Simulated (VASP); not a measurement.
# BN (F-43m) in VASP: vibrations by perturbation theory with RPBE

Aim: the vibrations by perturbation theory of BN with RPBE.

All numbers are computed with VASP 6.6.1; they aren't measurements. Logs are shortened: lines on timing, memory, paths and dates and some standing lists are left out, and cuts for length are marked.

**1. The cell of the first run**

Symmetry: F-43m, No. 216, cubic system. The conventional cell has a = 3.643 Å, b = 3.643 Å, c = 3.643 Å, α = 90.00°, β = 90.00°, γ = 90.00°. Within 2.1 Å of B (site symmetry -43m) lie 4 N at 1.58 Å. Within 2.1 Å of N (site symmetry -43m) lie 4 B at 1.58 Å.

**2. Vibrations by perturbation theory, RPBE**

INCAR reads:

```
SYSTEM = BN
PREC = Accurate ; ENCUT = 600
EDIFF = 1E-8 ; ISMEAR = 0
SIGMA = 0.01 ; LREAL = .False.
LASPH = .True. ; NELM = 120
ALGO = Normal ; ISIF = 2
LWAVE = .False. ; LCHARG = .False.
GGA = RP ; NBANDS = 11
IBRION = 8 ; NSW = 1
LEPSILON = .True. ; GGA_COMPAT = .False.
```

KPOINTS reads:

```
regular mesh
0
Gamma
  12 12 12
  0 0 0
```

POSCAR reads:

```
BN
1.0
    0.0000000000      1.8216386547      1.8216386547
    1.8216386547      0.0000000000      1.8216386547
    1.8216386547      1.8216386547      0.0000000000
B N
1 1
Direct
    0.0000000000      0.0000000000      0.0000000000
    0.2500000000      0.2500000000      0.2500000000
```

Potentials or basis: VASP PAW PBE potentials, release 64 (B, N).

On the command line:

```
cat potpaw_PBE.64/B/POTCAR potpaw_PBE.64/N/POTCAR > POTCAR
mpirun -np 1 vasp_std > vasp.out
```

OUTCAR:

```text
SYSTEM = BN
   PREC = Accurate
   ENCUT = 600
   EDIFF = 1E-8
   ISMEAR = 0
   LREAL = .False.
   LASPH = .True.
   NELM = 120
   ISIF = 2
   GGA = RP
   IBRION = 8
   NSW = 1
   LEPSILON = .True.

 ion  position               nearest neighbor table
   1  0.000  0.000  0.000-   2 1.58   2 1.58   2 1.58   2 1.58
   2  0.250  0.250  0.250-   1 1.58   1 1.58   1 1.58   1 1.58

  LATTYP: Found a face centered cubic cell.
 ALAT       =     3.6432773094

  Lattice vectors:

 A1 = (   0.0000000000,   1.8216386547,   1.8216386547)
 A2 = (   1.8216386547,   0.0000000000,   1.8216386547)
 A3 = (   1.8216386547,   1.8216386547,   0.0000000000)

Analysis of symmetry for initial positions (statically):
=====================================================================
 Subroutine PRICEL returns:
 Original cell was already a primitive cell.

 Routine SETGRP: Setting up the symmetry group for a
 face centered cubic supercell.

 Subroutine GETGRP returns: Found 24 space group operations
 (whereof 24 operations were pure point group operations)
 out of a pool of 48 trial point group operations.

The static configuration has the point symmetry T_d .

Analysis of symmetry for dynamics (positions and initial velocities):
=====================================================================
 Subroutine PRICEL returns:
 Original cell was already a primitive cell.

 Routine SETGRP: Setting up the symmetry group for a
 face centered cubic supercell.

 Subroutine GETGRP returns: Found 24 space group operations
 (whereof 24 operations were pure point group operations)
 out of a pool of 48 trial point group operations.

The dynamic configuration has the point symmetry T_d .

 Subroutine INISYM returns: Found 24 space group operations
 (whereof 24 operations are pure point group operations),
 and found     1 'primitive' translations

----------------------------------------------------------------------------------------

                                     Primitive cell

  volume of cell :      12.0897

  direct lattice vectors                    reciprocal lattice vectors
     0.000000000  1.821638655  1.821638655    -0.274478146  0.274478146  0.274478146
     1.821638655  0.000000000  1.821638655     0.274478146 -0.274478146  0.274478146
     1.821638655  1.821638655  0.000000000     0.274478146  0.274478146 -0.274478146

  length of vectors
     2.576186091  2.576186091  2.576186091     0.475410094  0.475410094  0.475410094

  position of ions in fractional coordinates (direct lattice)
     0.000000000  0.000000000  0.000000000
     0.250000000  0.250000000  0.250000000

  ion indices of the primitive-cell ions
   primitive index   ion index
                 1           1
                 2           2

----------------------------------------------------------------------------------------

 KPOINTS: regular mesh

Automatic generation of k-mesh.
 Grid dimensions read from file:
 generate k-points for:   12   12   12

 Generating k-lattice:

  Cartesian coordinates                     Fractional coordinates (reciprocal lattice)
    -0.022873179  0.022873179  0.022873179     0.083333333  0.000000000  0.000000000
     0.022873179 -0.022873179  0.022873179     0.000000000  0.083333333  0.000000000
     0.022873179  0.022873179 -0.022873179     0.000000000  0.000000000  0.083333333

  Length of vectors
     0.039617508  0.039617508  0.039617508

  Shift w.r.t. Gamma in fractional coordinates (k-lattice)
     0.000000000  0.000000000  0.000000000

 Subroutine IBZKPT returns following result:
 ===========================================

 Found     72 irreducible k-points:

[... 443 lines left out ...]
  energy-cutoff  :      600.00
  volume of cell :       12.09
      direct lattice vectors                 reciprocal lattice vectors
     0.000000000  1.821638655  1.821638655    -0.274478146  0.274478146  0.274478146
     1.821638655  0.000000000  1.821638655     0.274478146 -0.274478146  0.274478146
     1.821638655  1.821638655  0.000000000     0.274478146  0.274478146 -0.274478146

 POSITION                                       TOTAL-FORCE (eV/Angst)
 -----------------------------------------------------------------------------------
      0.00000      0.00000      0.00000         0.000000      0.000000      0.000000
      0.91082      0.91082      0.91082        -0.000000     -0.000000     -0.000000
 -----------------------------------------------------------------------------------
    total drift:                                0.000000      0.000000      0.000000

  FREE ENERGIE OF THE ION-ELECTRON SYSTEM (eV)
  ---------------------------------------------------
  free  energy   TOTEN  =       -16.6301538347 eV

  energy  without entropy=      -16.6301538347  energy(sigma->0) =      -16.63015383

 HEAD OF MICROSCOPIC STATIC DIELECTRIC TENSOR (INDEPENDENT PARTICLE, excluding Hartree and local field effects)
 ------------------------------------------------------
           4.709735     0.000000     0.000000
           0.000000     4.709735     0.000000
           0.000000     0.000000     4.709735
 ------------------------------------------------------

 Free energy of the ion-electron system (eV)
  ---------------------------------------------------
  ---------------------------------------------------
  free energy    TOTEN  =        -0.13288166 eV

  energy without entropy =       -0.13288166

------------------------ aborting loop because EDIFF is reached ----------------------------------------

--------------------------------------- Ionic step        2  -------------------------------------------

------------------------ aborting loop because EDIFF is reached ----------------------------------------

--------------------------------------- Ionic step        3  -------------------------------------------

------------------------ aborting loop because EDIFF is reached ----------------------------------------

 PIEZOELECTRIC TENSOR FIELD DIRECTION 3  (e Angst)
 -----------------------------------------------------------------------------
    -0.00032 -0.79374  0.00000           ( -0.00000 -0.00500  0.00000)
    -0.79374 -0.00032  0.00000           ( -0.00500 -0.00000  0.00000)
     0.00000  0.00000  0.00024           (  0.00000  0.00000 -0.00000)

 PIEZOELECTRIC TENSOR FIELD DIRECTION 3  (C/m^2)
 -----------------------------------------------------------------------------
    -0.00042 -1.05189  0.00000
    -1.05189 -0.00042  0.00000
     0.00000  0.00000  0.00032

--------------------------------------- Ionic step        4  -------------------------------------------

------------------------ aborting loop because EDIFF is reached ----------------------------------------

[... ionic steps 5 to 6 ...]

--------------------------------------- Ionic step        7  -------------------------------------------

 Free energy of the ion-electron system (eV)
  ---------------------------------------------------
  ---------------------------------------------------
  free energy    TOTEN  =        -0.22932869 eV

  energy without entropy =       -0.22932869

------------------------ aborting loop because EDIFF is reached ----------------------------------------

 INTERNAL STRAIN TENSOR  FOR ION    2  DIRECTION 1   (eV/Angst):
 -----------------------------------------------------------------------------
    -0.01420  0.00000  0.00000
     0.00000  0.00819 -1.04308
     0.00000 -1.04308  0.00819

 MACROSCOPIC STATIC DIELECTRIC TENSOR (including local field effects in DFT)
 ------------------------------------------------------
           4.640260     0.000000     0.000000
          -0.000000     4.640260     0.000000
          -0.000000    -0.000000     4.640260
 ------------------------------------------------------

 PIEZOELECTRIC TENSOR (including local field effects)  for field in x, y, z        (e  Angst)
          XX          YY          ZZ          XY          YZ          ZX
  --------------------------------------------------------------------------------
  x     0.00000    -0.00000    -0.00000     0.00000    -0.79397     0.00000
  y     0.00000    -0.00000    -0.00000     0.00000     0.00000    -0.79397
  z    -0.00000    -0.00000     0.00000    -0.79397     0.00000     0.00000

 PIEZOELECTRIC TENSOR (including local field effects)  for field in x, y, z        (C/m^2)
          XX          YY          ZZ          XY          YZ          ZX
  --------------------------------------------------------------------------------
  x     0.00000    -0.00000    -0.00000     0.00000    -1.05220     0.00000
  y     0.00000    -0.00000    -0.00000     0.00000     0.00000    -1.05220
  z    -0.00000    -0.00000     0.00000    -1.05220     0.00000     0.00000

 BORN EFFECTIVE CHARGES (including local field effects) (in |e|, cummulative output)
 ---------------------------------------------------------------------------------
 ion    1
    1     1.92799    -0.00000    -0.00000
    2    -0.00000     1.92799    -0.00000
    3     0.00000    -0.00000     1.92799
 ion    2
    1    -1.92799     0.00000     0.00000
    2     0.00000    -1.92799     0.00000
    3    -0.00000     0.00000    -1.92799

 INTERNAL STRAIN TENSOR FOR ION    2 for displacements in x,y,z  (eV/Angst):
          X           Y           Z          XY          YZ          ZX
  --------------------------------------------------------------------------------
  x    -0.00000     0.00000     0.00000     0.00000    -1.04308     0.00000
  y     0.00000    -0.00000     0.00000     0.00000     0.00000    -1.04308
  z     0.00000     0.00000    -0.00000    -1.04308     0.00000     0.00000

 SECOND DERIVATIVES (NOT SYMMETRIZED)
 ------------------------------------
               1X          1Y          1Z          2X          2Y          2Z
  1X   -23.125592    0.000000    0.000000   23.125592    0.000000    0.000000
  1Y     0.000000  -23.125592    0.000000    0.000000   23.125592    0.000000
  1Z     0.000000    0.000000  -23.125592    0.000000    0.000000   23.125592
  2X    23.129765    0.000000    0.000000  -23.129765    0.000000    0.000000
  2Y     0.000000   23.129765    0.000000    0.000000  -23.129765    0.000000
  2Z     0.000000    0.000000   23.129765    0.000000    0.000000  -23.129765

 Eigenvectors and eigenvalues of the dynamical matrix
 ----------------------------------------------------

   1 f  =   30.439159 THz   191.254878 2PiTHz 1015.341061 cm-1   125.886191 meV
             X         Y         Z           dx          dy          dz
      0.000000  0.000000  0.000000    -0.751158    0.000000    0.000000
      0.910819  0.910819  0.910819     0.660122    0.000000    0.000000
[... 21 lines left out ...]
   6 f/i=    0.001362 THz     0.008555 2PiTHz    0.045417 cm-1     0.005631 meV
             X         Y         Z           dx          dy          dz
      0.000000  0.000000  0.000000     0.000000   -0.371520   -0.545650
      0.910819  0.910819  0.910819     0.000000   -0.422756   -0.620900

--------------------------------------------------------------------------------------------------------

 MACROSCOPIC STATIC DIELECTRIC TENSOR IONIC CONTRIBUTION
 ------------------------------------------------------
           2.405608    -0.000000     0.000000
          -0.000000     2.405608    -0.000000
           0.000000    -0.000000     2.405608
 ------------------------------------------------------

 ELASTIC MODULI CONTR FROM IONIC RELAXATION (kBar)
 Direction    XX          YY          ZZ          XY          YZ          ZX
 --------------------------------------------------------------------------------
 XX          -0.0000      0.0000      0.0000      0.0000     -0.0000      0.0000
 YY           0.0000     -0.0000     -0.0000      0.0000      0.0000     -0.0000
 ZZ           0.0000     -0.0000     -0.0000     -0.0000      0.0000      0.0000
 XY           0.0000      0.0000     -0.0000     -5.1983      0.0000      0.0000
 YZ          -0.0000      0.0000      0.0000      0.0000     -5.1983      0.0000
 ZX           0.0000     -0.0000      0.0000      0.0000      0.0000     -5.1983
 --------------------------------------------------------------------------------

 PIEZOELECTRIC TENSOR IONIC CONTR  for field in x, y, z        (C/m^2)
          XX          YY          ZZ          XY          YZ          ZX
  --------------------------------------------------------------------------------
  x     0.00000    -0.00000    -0.00000    -0.00000     0.10522    -0.00000
  y    -0.00000     0.00000    -0.00000    -0.00000    -0.00000     0.10522
  z    -0.00000    -0.00000     0.00000     0.10522     0.00000    -0.00000
```

It took 5.4 min on 1 thread of Intel Xeon 8259CL, shared host; peak memory 0.23 GiB.

Results:

| Property | Result |
| --- | --- |
| Electronic dielectric tensor (diagonal) | 4.64 |
| Born charges (mean of the diagonal) | B +1.93; N -1.93 e |
| Highest phonon frequency at Γ, LO-TO splitting left out | 1015 cm⁻¹ |

Phonon frequencies in cm⁻¹ (negative: imaginary):
```tsv
q point	frequencies
(0.000, 0.000, 0.000)	0 0 0 1015 1015 1015
```

Electronic dielectric tensor:
```
4.64 0.00 0.00
0.00 4.64 0.00
0.00 0.00 4.64
```

Born effective charge tensors (e):
atom 1, B
```
1.93 0.00 0.00
0.00 1.93 0.00
0.00 0.00 1.93
```
atom 2, N
```
-1.93  0.00  0.00
 0.00 -1.93  0.00
 0.00  0.00 -1.93
```
